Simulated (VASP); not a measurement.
Input of a VASP 6.6.1 run:

File POSCAR:

```
KI
1.0
    0.0000000000      3.4025128477      3.4025128477
    3.4025128477      0.0000000000      3.4025128477
    3.4025128477      3.4025128477      0.0000000000
K I
1 1
Direct
    0.0000000000      0.0000000000      0.0000000000
    0.5000000000      0.5000000000      0.5000000000
```

Contents of INCAR.step1:

```
PREC = Accurate
ENCUT = 520
ISMEAR = 0
SIGMA = 0.01
LREAL = False
LASPH = True
NELM = 60
NBANDS = 15
GGA = PE
ALGO = Normal
EDIFF = 1E-4
LWAVE = True
LCHARG = False
```

INCAR.step2

```
PREC = Accurate
ENCUT = 520
EDIFF = 1E-6
ISMEAR = 0
SIGMA = 0.01
LREAL = False
LASPH = True
NELM = 60
ALGO = Normal
ISIF = 2
LWAVE = False
LCHARG = True
METAGGA = R2SCAN
LMIXTAU = True
LELF = True
LVHAR = True
NBANDS = 15
ISTART = 1
```

File KPOINTS:

```
Automatic mesh
0
Gamma
  6 6 6
```

Potentials or basis: VASP PAW PBE potentials, release 64 (K_sv, I).

Launch:

```bash
$ cat potpaw_PBE.64/K_sv/POTCAR potpaw_PBE.64/I/POTCAR > POTCAR
$ cp INCAR.step1 INCAR
$ mpirun -np 1 vasp_std > vasp.out
$ cp INCAR.step2 INCAR
$ mpirun -np 1 vasp_std > vasp.out
```

Question: Estimate the band gap on the k mesh.

Answer: 4.92 eV, direct.

Question: What does it give for the pressure?

Answer: 2.1 GPa.

Caveat: the cell differs from its parent crystal (strain -4.0%); the PAW data sets were made with another functional, which shifts forces and pressure a little; spin-orbit coupling is left out, which moves the levels of the heavy elements. A k mesh can miss the band edges.
